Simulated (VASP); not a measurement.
Wanted: the native input for a VASP 6.6.1 run.

```
Task                   : single point
Functional             : PBE
Potentials or basis    : VASP PAW PBE potentials, release 64 (Sc_sv, Mo_sv)
Cutoff                 : 520 eV
k mesh                 : 12 × 12 × 16
Occupations            : gaussian, width 0.1 eV
Spin                   : no spin polarisation
Dipole correction      : no
Further INCAR settings : ALGO = Fast; EDIFF = 1e-06; NBANDS = 25
```

The structure of Sc2Mo lies in POSCAR:

```
Sc2Mo
1.0
    4.8692699552      0.0000000000      0.0000000000
   -2.4346349776      4.2169114791      0.0000000000
    0.0000000000      0.0000000000      2.8527673068
Sc Mo
2 1
Direct
    0.6666666667      0.3333333333      0.5000000000
    0.3333333333      0.6666666667      0.5000000000
    0.0000000000      0.0000000000      0.0000000000
```

The cell was generated, and may not be a known phase.

These files were run (other wordings do the same):

INCAR

```
PREC     = Accurate       # precision mode
ENCUT    = 520            # plane-wave cutoff, eV
EDIFF    = 1E-6           # SCF threshold, eV
ISMEAR   = 0              # smearing method
SIGMA    = 0.1            # smearing width, eV
LREAL    = F              # projectors in reciprocal space
LASPH    = T              # aspherical terms in the spheres
NELM     = 60             # most SCF steps
ALGO     = Fast           # electronic algorithm
ISIF     = 2              # what is computed and relaxed
LWAVE    = F              # write WAVECAR
LCHARG   = F              # write CHGCAR
GGA      = PE             # functional
NBANDS   = 25             # bands
```

KPOINTS

```
regular mesh
0
Gamma
  12 12 16
```

Potentials or basis: VASP PAW PBE potentials, release 64 (Sc_sv, Mo_sv).

Command:

```sh
$ cat potpaw_PBE.64/Sc_sv/POTCAR potpaw_PBE.64/Mo_sv/POTCAR > POTCAR
$ mpirun -np 1 vasp_std > vasp.out
```

It gave:

```json
{
 "Pressure": "0.2 GPa",
 "Band gap on the k mesh": "zero (bands 18 and 19 overlap by 0.62 eV)"
}
```

Wall time 6.1 min on 1 thread of Oxide Virtual Turin-like Processor, on a shared host, peak memory 0.31 GiB.
